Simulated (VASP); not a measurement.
# W (Im-3m) in VASP: notebook, part 2 of 2

VASP 6.6.1.

## 4. Single point, PBE

This run uses another cell than the first one, of 16.13 Å³/atom, 1.018 times its volume.

INCAR

```
SYSTEM = W
PREC = Accurate
ENCUT = 520
EDIFF = 1E-7
ISMEAR = 0
SIGMA = 0.1
LREAL = .False.
LASPH = .True.
NELM = 60
ALGO = Normal
ISIF = 2
LWAVE = .False.
LCHARG = .True.
GGA = PE
LELF = .True.
LVHAR = .True.
NBANDS = 13
```

KPOINTS

```
regular mesh
0
Gamma
  18 18 18
  0 0 0
```

POSCAR

```
W
1.0
   -1.5917776932      1.5917776932      1.5917776932
    1.5917776932     -1.5917776932      1.5917776932
    1.5917776932      1.5917776932     -1.5917776932
W
1
Direct
    0.0000000000      0.0000000000      0.0000000000
```

Potentials or basis: VASP PAW PBE potentials, release 64 (W_sv).

On the command line:

```
> cat potpaw_PBE.64/W_sv/POTCAR > POTCAR
> mpirun -np 1 vasp_std > vasp.out
```

OUTCAR:

```text
SYSTEM = W
   PREC = Accurate
   ENCUT = 520
   EDIFF = 1E-7
   ISMEAR = 0
   LREAL = .False.
   LASPH = .True.
   NELM = 60
   ISIF = 2
   GGA = PE

 ion  position               nearest neighbor table
   1  0.000  0.000  0.000-

  LATTYP: Found a body centered cubic cell.
 ALAT       =     3.1835553864

  Lattice vectors:
[... 561 lines left out ...]
      7      10.5773      2.00000
      8      13.1789      0.00000
      9      14.4734      0.00000
     10      17.4669      0.00000
     11      21.8669      0.00000
     12      23.6676      0.00000
     13      27.7500      0.00000

 [... further k-points ...]

------------------------ aborting loop because EDIFF is reached ----------------------------------------

  FORCE on cell =-STRESS in cart. coord.  units (eV):
  Direction    XX          YY          ZZ          XY          YZ          ZX
  --------------------------------------------------------------------------------------
  -------------------------------------------------------------------------------------
  Total        0.0505436      0.0505436      0.0505436      0.0000000     -0.0000000      0.0000000
  in kB        5.0196073      5.0196073      5.0196073      0.0000000     -0.0000000      0.0000000
  external PRESSURE =       5.0196073 kB  Pullay stress =       0.0000000 kB

 VOLUME and BASIS-vectors are now :
 -----------------------------------------------------------------------------
  energy-cutoff  :      520.00
  volume of cell :       16.13
      direct lattice vectors                 reciprocal lattice vectors
    -1.591777693  1.591777693  1.591777693     0.000000000  0.314114215  0.314114215
     1.591777693 -1.591777693  1.591777693     0.314114215  0.000000000  0.314114215
     1.591777693  1.591777693 -1.591777693     0.314114215  0.314114215  0.000000000

 POSITION                                       TOTAL-FORCE (eV/Angst)
 -----------------------------------------------------------------------------------
      0.00000      0.00000      0.00000         0.000000      0.000000     -0.000000
 -----------------------------------------------------------------------------------
    total drift:                                0.000000      0.000000      0.000000

  FREE ENERGIE OF THE ION-ELECTRON SYSTEM (eV)
  ---------------------------------------------------
  free  energy   TOTEN  =       -12.9511408450 eV

  energy  without entropy=      -12.9475690660  energy(sigma->0) =      -12.94935496
```

stdout:

```text
POSCAR found type information on POSCAR W
 POSCAR found :  1 types and       1 ions
 scaLAPACK will be used
 LDA part: xc-table for (Slater+PW92), standard interpolation
 POSCAR, INCAR and KPOINTS ok, starting setup
 FFT: planning ... GRIDC
 FFT: planning ... GRID_SOFT
 FFT: planning ... GRID
 WAVECAR not read
 entering main loop
```

It took 24 s on 1 thread of Intel Xeon Platinum 8259CL at 2.50GHz (Skylake/Cascade Lake), shared host; peak memory 0.17 GiB.

What came out:

```
Free energy            : -12.9511 eV
Pressure               : 0.5 GPa
Band gap on the k mesh : zero (band 7 reaches 16.23 eV, above the bottom of band 8 at 9.99 eV)
```

Caveat: spin-orbit coupling is left out, which moves the levels of the heavy elements.

## 5. Single point, PBE, non-collinear spin, zero start, spin-orbit coupling

This run uses another cell than the first one, of 16.13 Å³/atom, 1.018 times its volume.

INCAR

```
PREC = Accurate
ENCUT = 520
EDIFF = 1E-6
ISMEAR = 0
SIGMA = 0.1
LREAL = False
LASPH = True
NELM = 150
ALGO = Normal
ISIF = 2
LWAVE = False
LCHARG = False
MAGMOM = 0 0 0
LORBIT = 11
LSORBIT = True
GGA_COMPAT = False
LORBMOM = True
LMAXMIX = 4
GGA = PE
NBANDS = 25
```

KPOINTS

```
regular mesh
0
Gamma
  18 18 18
```

POSCAR is that of step 4.

Potentials or basis: VASP PAW PBE potentials, release 64 (W_sv).

On the command line:

```
> cat potpaw_PBE.64/W_sv/POTCAR > POTCAR
> mpirun -np 1 vasp_ncl > vasp.out
```

OUTCAR:

```text
PREC = Accurate
   ENCUT = 520
   EDIFF = 1E-6
   ISMEAR = 0
   LREAL = False
   LASPH = True
   NELM = 150
   ISIF = 2
   LORBIT = 11
   LSORBIT = True
   GGA = PE

 ion  position               nearest neighbor table
   1  0.000  0.000  0.000-

  LATTYP: Found a body centered cubic cell.
 ALAT       =     3.1835553864

  Lattice vectors:

 A1 = (  -1.5917776932,   1.5917776932,   1.5917776932)
 A2 = (   1.5917776932,  -1.5917776932,   1.5917776932)
 A3 = (   1.5917776932,   1.5917776932,  -1.5917776932)

Analysis of symmetry for initial positions (statically):
=====================================================================
 Subroutine PRICEL returns:
 Original cell was already a primitive cell.

 Routine SETGRP: Setting up the symmetry group for a
 body centered cubic supercell.

 Subroutine GETGRP returns: Found 48 space group operations
[... 9 lines left out ...]

 Routine SETGRP: Setting up the symmetry group for a
 body centered cubic supercell.

 Subroutine GETGRP returns: Found 48 space group operations
 (whereof 48 operations were pure point group operations)
 out of a pool of 48 trial point group operations.

The dynamic configuration has the point symmetry O_h .

Analysis of structural, dynamic, and magnetic symmetry:
=====================================================================
 Subroutine PRICEL returns:
 Original cell was already a primitive cell.
[... 867 lines left out ...]

  energy  without entropy=      -13.7740474844  energy(sigma->0) =      -13.77533427

 orbital moment (x)

 # of ion     p       d       tot
 ----------------------------------------
  1        -0.000  -0.000  -0.000
 ----------------------------------------
           -0.000  -0.000  -0.000

 orbital moment (y)

 # of ion     p       d       tot
 ----------------------------------------
  1         0.000   0.000   0.000
 ----------------------------------------
            0.000   0.000   0.000

 orbital moment (z)

 # of ion     p       d       tot
 ----------------------------------------
  1         0.000   0.000   0.000
 ----------------------------------------
            0.000   0.000   0.000

 Spin-Orbit-Coupling matrix elements

 Ion:    1  E_soc:     -1.6373196
 l=   1
     0.0000000    -0.2287430    -0.2287430
    -0.2287430     0.0000000    -0.2287430
    -0.2287430    -0.2287430     0.0000000
 l=   2
     0.0000000    -0.0115307     0.0000000    -0.0115307    -0.0326130
    -0.0115307     0.0000000    -0.0244597    -0.0115307    -0.0081532
     0.0000000    -0.0244597     0.0000000    -0.0244597     0.0000000
    -0.0115307    -0.0115307    -0.0244597     0.0000000    -0.0081532
    -0.0326130    -0.0081532     0.0000000    -0.0081532     0.0000000
 l=   3
     0.0000000     0.0000000     0.0000000     0.0000000     0.0000000     0.0000000     0.0000000
     0.0000000     0.0000000     0.0000000     0.0000000     0.0000000     0.0000000     0.0000000
     0.0000000     0.0000000     0.0000000     0.0000000     0.0000000     0.0000000     0.0000000
     0.0000000     0.0000000     0.0000000     0.0000000     0.0000000     0.0000000     0.0000000
     0.0000000     0.0000000     0.0000000     0.0000000     0.0000000     0.0000000     0.0000000
     0.0000000     0.0000000     0.0000000     0.0000000     0.0000000     0.0000000     0.0000000
     0.0000000     0.0000000     0.0000000     0.0000000     0.0000000     0.0000000     0.0000000

 total charge

# of ion       s       p       d       tot
------------------------------------------
    1        2.398   6.336   3.337  12.071

 magnetization (x)

# of ion       s       p       d       tot
------------------------------------------
    1        0.000  -0.000   0.000   0.000

 magnetization (y)

# of ion       s       p       d       tot
------------------------------------------
    1        0.000   0.000   0.000   0.000

 magnetization (z)

# of ion       s       p       d       tot
------------------------------------------
    1        0.000  -0.000  -0.000  -0.000
```

OSZICAR:

```text
N       E                     dE             d eps       ncg     rms          rms(c)
DAV:   1     0.139070509529E+03    0.13907E+03   -0.74712E+03  9766   0.130E+03
DAV:   2    -0.946647454849E+01   -0.14854E+03   -0.14289E+03 10855   0.409E+02
DAV:   3    -0.143767600662E+02   -0.49103E+01   -0.48504E+01 10765   0.740E+01
DAV:   4    -0.144125104529E+02   -0.35750E-01   -0.35735E-01 11158   0.657E+00
DAV:   5    -0.144128952106E+02   -0.38476E-03   -0.38475E-03 10741   0.656E-01    0.201E+01
DAV:   6    -0.139062807430E+02    0.50661E+00   -0.46633E-01 10691   0.916E+00    0.800E+00
DAV:   7    -0.137809825873E+02    0.12530E+00   -0.23090E-01 11272   0.599E+00    0.191E+00
DAV:   8    -0.137787084760E+02    0.22741E-02   -0.36899E-03 10117   0.683E-01    0.481E-01
DAV:   9    -0.137766155087E+02    0.20930E-02   -0.12848E-03 10790   0.506E-01    0.634E-02
DAV:  10    -0.137766258297E+02   -0.10321E-04   -0.36590E-05 11100   0.770E-02    0.468E-02
DAV:  11    -0.137766210429E+02    0.47869E-05   -0.73238E-06 10874   0.383E-02    0.766E-03
DAV:  12    -0.137766210635E+02   -0.20571E-07   -0.19832E-07  6847   0.508E-03
   1 F= -.13776621E+02 E0= -.13775334E+02  d E =-.257358E-02  mag=    -0.0000     0.0000    -0.0000
```

Run time: 2 min. Hardware: 1 thread of Intel Xeon Platinum 8259CL at 2.50GHz (Skylake/Cascade Lake), shared host; peak memory 0.27 GiB.

Results:

```
Free energy                                           : -13.7766 eV
Pressure                                              : 1.5 GPa
Net moment                                            : 0.00 μB per cell
Valence electrons inside the program's atomic spheres : W 12.07
```

Moments on the atoms (μB; x, y, z):
```
W   0.00 0.00 0.00
```

## 6. Single point, PBE

This run uses another cell than the first one, of 16.13 Å³/atom, 1.018 times its volume.

INCAR

```
PREC     = Accurate       # precision mode
ENCUT    = 520            # plane-wave cutoff, eV
EDIFF    = 1E-6           # SCF threshold, eV
ISMEAR   = 0              # smearing method
SIGMA    = 0.1            # smearing width, eV
LREAL    = False          # projectors in reciprocal space
LASPH    = True           # aspherical terms in the spheres
NELM     = 100            # most SCF steps
ALGO     = Fast           # electronic algorithm
ISIF     = 2              # what is computed and relaxed
LWAVE    = False          # write WAVECAR
LCHARG   = False          # write CHGCAR
GGA      = PE             # functional
NBANDS   = 13             # bands
ISYM     = 0
```

KPOINTS

```
Automatic mesh
0
Gamma
  11 11 21
```

POSCAR

```
W
1.0
    3.1835553858      0.0000000000      0.0000000000
    0.0000000000      3.1835553858      0.0000000000
    1.5917776929     -1.5917776929      1.5917776929
W
1
Direct
    0.0000000000      0.0000000000      0.0000000000
```

Potentials or basis: VASP PAW PBE potentials, release 64 (W_sv).

On the command line:

```
> cat potpaw_PBE.64/W_sv/POTCAR > POTCAR
> mpirun -np 1 vasp_std > vasp.out
```

It took 76 s on 1 thread of Intel Xeon 6975P-C (Granite Rapids), shared host; peak memory 0.36 GiB.

Results (log left out):

- Free energy: -12.9555 eV
- Pressure: 0.3 GPa
- Band gap on the k mesh: zero (band 7 reaches 15.95 eV, above the bottom of band 8 at 9.99 eV)

Levels at points of the mesh, in eV from the Fermi level:
```
           k point  band 3  band 4  band 5  band 6  band 7  band 8  band 9  band 10  band 11  band 12
(0.00, 0.00, 0.00)  -37.83  -37.83   -9.58   -1.24   -1.24   -1.24    2.18     2.18    14.44    14.44
```

Caveat: spin-orbit coupling is left out, which moves the levels of the heavy elements.

## 7. The runs side by side

| task | spin | cell | k mesh | cutoff (eV) | gap on the mesh (eV) | pressure (GPa) |
| --- | --- | --- | --- | --- | --- | --- |
| single point | off | a = 2.741 Å, angles 109.5°, 1 atom | 8 × 8 × 8 | 520 | none | 6.6 |
| relaxation of cell and atoms | off | relaxed from a = 2.741 Å, angles 109.5°, 1 atom | 18 × 18 × 18 | 600 | none | 0.0 |
| single point | off | a = 2.757 Å, angles 109.5°, 1 atom | 18 × 18 × 18 | 520 | none | 0.5 |
| single point | non-collinear, zero start, SOC | a = 2.757 Å, angles 109.5°, 1 atom | 18 × 18 × 18 | 520 | - | 1.5 |
| single point | off | a = 3.184, b = 3.184, c = 2.757 Å, angles 125.3, 54.7, 90.0°, 1 atom | 11 × 11 × 21 | 520 | none | 0.3 |

Alike in all rows: level PBE; potentials or basis VASP PAW PBE potentials, release 64 (W_sv); smearing gaussian 0.1 eV.

Caveats: spin-orbit coupling is left out, which moves the levels of the heavy elements (some runs).

Absolute energies hang on the potentials; compare differences alone.
